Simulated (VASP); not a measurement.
# TiC (Fm-3m) in VASP: a series of runs, part 2 of 2

VASP 6.6.1.

## Step 3: Single point, r2SCAN

Contents of POSCAR:

```
TiC
1.0
    0.0000000000      2.1631850000      2.1631850000
    2.1631850000      0.0000000000      2.1631850000
    2.1631850000      2.1631850000      0.0000000000
Ti C
1 1
Direct
    0.0000000000      0.0000000000      0.0000000000
    0.5000000000      0.5000000000      0.5000000000
```

Contents of INCAR.step1:

```
PREC     = Accurate       # precision mode
ENCUT    = 660            # plane-wave cutoff, eV
ISMEAR   = -1             # smearing method
SIGMA    = 0.15           # smearing width, eV
LREAL    = F              # projectors in reciprocal space
LASPH    = T              # aspherical terms in the spheres
NELM     = 120            # most SCF steps
NBANDS   = 15             # bands
GGA      = PE             # functional
ALGO     = Normal         # electronic algorithm
EDIFF    = 1E-5           # SCF threshold, eV
LWAVE    = T              # write WAVECAR
LCHARG   = F              # write CHGCAR
GGA_COMPAT= F
```

Contents of INCAR.step2:

```
PREC     = Accurate       # precision mode
ENCUT    = 660            # plane-wave cutoff, eV
EDIFF    = 1E-6           # SCF threshold, eV
ISMEAR   = -1             # smearing method
SIGMA    = 0.15           # smearing width, eV
LREAL    = F              # projectors in reciprocal space
LASPH    = T              # aspherical terms in the spheres
NELM     = 120            # most SCF steps
ALGO     = Normal         # electronic algorithm
ISIF     = 2              # what is computed and relaxed
LWAVE    = F              # write WAVECAR
LCHARG   = F              # write CHGCAR
METAGGA  = R2SCAN         # meta-GGA
LMIXTAU  = T            
NBANDS   = 15             # bands
ISTART   = 1            
GGA_COMPAT= F
```

Contents of KPOINTS:

```
regular mesh
0
Gamma
  7 7 7
```

Potentials or basis: VASP PAW PBE potentials, release 64 (Ti_sv, C).

On the command line:

```sh
$ cat potpaw_PBE.64/Ti_sv/POTCAR potpaw_PBE.64/C/POTCAR > POTCAR
$ cp INCAR.step1 INCAR
$ mpirun -np 1 vasp_std > vasp.out
$ cp INCAR.step2 INCAR
$ mpirun -np 1 vasp_std > vasp.out
```

OUTCAR:

```text
PREC = Accurate
   ENCUT = 660
   EDIFF = 1E-6
   ISMEAR = -1
   LREAL = F
   LASPH = T
   NELM = 120
   ISIF = 2
   METAGGA = R2SCAN
   ISTART = 1

 ion  position               nearest neighbor table
   1  0.000  0.000  0.000-   2 2.16   2 2.16   2 2.16   2 2.16   2 2.16   2 2.16
   2  0.500  0.500  0.500-   1 2.16   1 2.16   1 2.16   1 2.16   1 2.16   1 2.16

  LATTYP: Found a face centered cubic cell.
 ALAT       =     4.3263700000

  Lattice vectors:

 A1 = (   0.0000000000,   2.1631850000,   2.1631850000)
 A2 = (   2.1631850000,   0.0000000000,   2.1631850000)
 A3 = (   2.1631850000,   2.1631850000,   0.0000000000)

Analysis of symmetry for initial positions (statically):
=====================================================================
 Subroutine PRICEL returns:
 Original cell was already a primitive cell.

 Routine SETGRP: Setting up the symmetry group for a
 face centered cubic supercell.

 Subroutine GETGRP returns: Found 48 space group operations
 (whereof 48 operations were pure point group operations)
 out of a pool of 48 trial point group operations.

The static configuration has the point symmetry O_h .

Analysis of symmetry for dynamics (positions and initial velocities):
=====================================================================
 Subroutine PRICEL returns:
 Original cell was already a primitive cell.

 Routine SETGRP: Setting up the symmetry group for a
 face centered cubic supercell.

 Subroutine GETGRP returns: Found 48 space group operations
 (whereof 48 operations were pure point group operations)
 out of a pool of 48 trial point group operations.

The dynamic configuration has the point symmetry O_h .

 Subroutine INISYM returns: Found 48 space group operations
 (whereof 48 operations are pure point group operations),
 and found     1 'primitive' translations

----------------------------------------------------------------------------------------

                                     Primitive cell

  volume of cell :      20.2447

  direct lattice vectors                    reciprocal lattice vectors
     0.000000000  2.163185000  2.163185000    -0.231140656  0.231140656  0.231140656
[... 115 lines left out ...]
 maximum number of plane-waves:       793
 NGX is ok and might be reduce to    28
   NGX = 13   NGY = 13   NGZ = 13

 number of electron      16.0000001 magnetization

 Free energy of the ion-electron system (eV)
  ---------------------------------------------------
  ext. energy  EPLUGINS =         0.00000000
  ---------------------------------------------------
  free energy    TOTEN  =       -24.88060225 eV

  energy without entropy =      -24.85916276  energy(sigma->0) =      -24.86988251

 E-fermi :   9.4694     XC(G=0): -13.6083

 val. band max:        9.4420166390   @ k =   0.1429   0.1429   0.0000
 cond. band min:       9.8517574532   @ k =   0.1429   0.1429   0.0000
 fundamental gap:      0.4097408141
 Fermi energy:         9.4694239280

 k-point     1 :       0.0000    0.0000    0.0000
  band No.  band energies     occupation
      1     -49.4376      2.00000
      2     -24.4148      2.00000
      3     -24.4148      2.00000
      4     -24.4148      2.00000
      5      -3.6902      2.00000
      6      10.3958      0.00415
      7      10.3958      0.00415
      8      10.3958      0.00415
      9      11.2017      0.00002
     10      11.2017      0.00002
     11      11.2017      0.00002
     12      11.2549      0.00001
     13      11.2549      0.00001
     14      20.7825      0.00000
[... 329 lines left out ...]
      2     -24.7463      2.00000
      3     -24.7260      2.00000
      4     -24.5658      2.00000
      5      -0.7737      2.00000
      6       5.7679      2.00000
      7       6.0998      2.00000
      8       6.9926      2.00000
      9      12.0547      0.00000
     10      12.7105      0.00000
     11      13.4988      0.00000
     12      14.9929      0.00000
     13      15.2971      0.00000
     14      23.4697      0.00000
     15      24.2157      0.00000

------------------------ aborting loop because EDIFF is reached ----------------------------------------

  FORCE on cell =-STRESS in cart. coord.  units (eV):
  Direction    XX          YY          ZZ          XY          YZ          ZX
  --------------------------------------------------------------------------------------
  -------------------------------------------------------------------------------------
  Total        0.1354972      0.1354972      0.1354972     -0.0000000      0.0000000     -0.0000000
  in kB       10.7233392     10.7233392     10.7233392     -0.0000000      0.0000000     -0.0000000
  external PRESSURE =      10.7233392 kB  Pullay stress =       0.0000000 kB

 VOLUME and BASIS-vectors are now :
 -----------------------------------------------------------------------------
  energy-cutoff  :      660.00
  volume of cell :       20.24
      direct lattice vectors                 reciprocal lattice vectors
     0.000000000  2.163185000  2.163185000    -0.231140656  0.231140656  0.231140656
     2.163185000  0.000000000  2.163185000     0.231140656 -0.231140656  0.231140656
     2.163185000  2.163185000  0.000000000     0.231140656  0.231140656 -0.231140656

 POSITION                                       TOTAL-FORCE (eV/Angst)
 -----------------------------------------------------------------------------------
      0.00000      0.00000      0.00000         0.000000     -0.000000      0.000000
      2.16318      2.16318      2.16318        -0.000000      0.000000     -0.000000
 -----------------------------------------------------------------------------------
    total drift:                               -0.000000      0.000000      0.000000

  FREE ENERGIE OF THE ION-ELECTRON SYSTEM (eV)
  ---------------------------------------------------
  free  energy   TOTEN  =       -24.8806022516 eV

  energy  without entropy=      -24.8591627584  energy(sigma->0) =      -24.86988251
```

OSZICAR.step1:

```text
N       E                     dE             d eps       ncg     rms          rms(c)
DAV:   1     0.136889949755E+03    0.13689E+03   -0.91646E+03   600   0.150E+03
DAV:   2    -0.156231747232E+02   -0.15251E+03   -0.14125E+03   656   0.366E+02
DAV:   3    -0.240121843804E+02   -0.83890E+01   -0.82422E+01   754   0.844E+01
DAV:   4    -0.243066843416E+02   -0.29450E+00   -0.29433E+00   768   0.146E+01
DAV:   5    -0.243128678218E+02   -0.61835E-02   -0.61829E-02   752   0.181E+00    0.183E+01
DAV:   6    -0.193291281865E+02    0.49837E+01   -0.11877E+01   857   0.563E+01    0.692E+00
DAV:   7    -0.187562201369E+02    0.57291E+00   -0.22905E+00   700   0.207E+01    0.493E+00
DAV:   8    -0.187316098873E+02    0.24610E-01   -0.10672E-01   664   0.348E+00    0.341E+00
DAV:   9    -0.187228387392E+02    0.87711E-02   -0.94539E-02   803   0.428E+00    0.732E-01
DAV:  10    -0.187215722995E+02    0.12664E-02   -0.11842E-02   765   0.138E+00    0.615E-01
DAV:  11    -0.187198191613E+02    0.17531E-02   -0.24754E-03   670   0.691E-01    0.224E-01
DAV:  12    -0.187196120133E+02    0.20715E-03   -0.36760E-04   798   0.272E-01    0.417E-02
DAV:  13    -0.187196007757E+02    0.11238E-04   -0.69115E-05   656   0.763E-02    0.757E-03
DAV:  14    -0.187196009286E+02   -0.15285E-06   -0.16638E-06   335   0.142E-02
   1 F= -.18719601E+02 E0= -.18706450E+02  d E =-.263015E-01
```

It took 24 s on 1 thread of Intel Xeon 6975P-C (Granite Rapids), shared host; peak memory 0.17 GiB.

Results:

- Free energy: -24.8806 eV
- Pressure: 1.1 GPa
- Band gap on the k mesh: zero (bands 8 and 9 overlap by 1.33 eV)

Levels at points of the mesh, in eV from the Fermi level:
```tsv
k point	band 4	band 5	band 6	band 7	band 8	band 9	band 10	band 11	band 12	band 13
(0.00, 0.00, 0.00)	-33.88	-13.16	0.93	0.93	0.93	1.73	1.73	1.73	1.79	1.79
```

Caveat: the PAW data sets were made with another functional, which shifts forces and pressure a little.

## Step 4: Single point, r2SCAN, collinear spin

POSCAR is that of step 3.

Contents of INCAR.step1:

```
PREC = Accurate ; ENCUT = 660
ISMEAR = 1 ; SIGMA = 0.005
LREAL = False ; LASPH = True
NELM = 200 ; ISPIN = 2
MAGMOM = 1 2 ; LMAXMIX = 4
NBANDS = 19 ; GGA = PE
ALGO = Normal ; EDIFF = 1E-5
LWAVE = True ; LCHARG = False
GGA_COMPAT = False
```

Contents of INCAR.step2:

```
PREC = Accurate ; ENCUT = 660
EDIFF = 1E-6 ; ISMEAR = 1
SIGMA = 0.005 ; LREAL = False
LASPH = True ; NELM = 200
ALGO = Normal ; ISIF = 2
LWAVE = False ; LCHARG = True
ISPIN = 2 ; MAGMOM = 1 2
LORBIT = 11 ; LMAXMIX = 4
METAGGA = R2SCAN ; LMIXTAU = True
LELF = True ; LVHAR = True
NBANDS = 19 ; ISTART = 1
GGA_COMPAT = False
```

Contents of KPOINTS:

```
Automatic mesh
0
Gamma
  7 7 7
```

On the command line:

```sh
$ cat potpaw_PBE.64/Ti_sv/POTCAR potpaw_PBE.64/C/POTCAR > POTCAR
$ cp INCAR.step1 INCAR
$ mpirun -np 1 vasp_std > vasp.out
$ cp INCAR.step2 INCAR
$ mpirun -np 1 vasp_std > vasp.out
```

It took 55 s on 1 thread of Intel Xeon 6975P-C (Granite Rapids), shared host; peak memory 0.19 GiB.

Results (log left out):

```
Free energy                                           : -24.8679 eV
Pressure                                              : 1.2 GPa
Band gap on the k mesh                                : zero (filled and empty bands overlap)
Net moment                                            : -0.02 μB per cell
Valence electrons inside the program's atomic spheres : Ti 10.36; C 2.43
```

Levels at points of the mesh, in eV from the Fermi level:
Spin up:
```
           k point  band 5  band 6  band 7  band 8  band 9  band 10  band 11  band 12
(0.00, 0.00, 0.00)  -13.11    0.96    0.96    0.96    1.78     1.78     1.78     1.81
```
Spin down:
```csv
k point,band 4,band 5,band 6,band 7,band 8,band 9,band 10,band 11,band 12,band 13
"(0.00, 0.00, 0.00)",-33.86,-13.13,0.95,0.95,0.95,1.76,1.76,1.76,1.81,1.81
```

Caveat: the PAW data sets were made with another functional, which shifts forces and pressure a little.

## Step 5: Summary

| spin | smearing | gap on the mesh (eV) | pressure (GPa) |
| --- | --- | --- | --- |
| off | fermi-dirac 0.1 eV | none | 1.1 |
| off | fermi-dirac 0.15 eV | none | 1.1 |
| collinear | methfessel-paxton 0.005 eV | none | 1.2 |

Alike in all rows: task single point; level r2SCAN; potentials or basis VASP PAW PBE potentials, release 64 (Ti_sv, C); cell as given; k mesh 7 × 7 × 7; cutoff (eV) 660.

Caveats: the PAW data sets were made with another functional, which shifts forces and pressure a little.

Absolute energies hang on the potentials; compare differences alone.
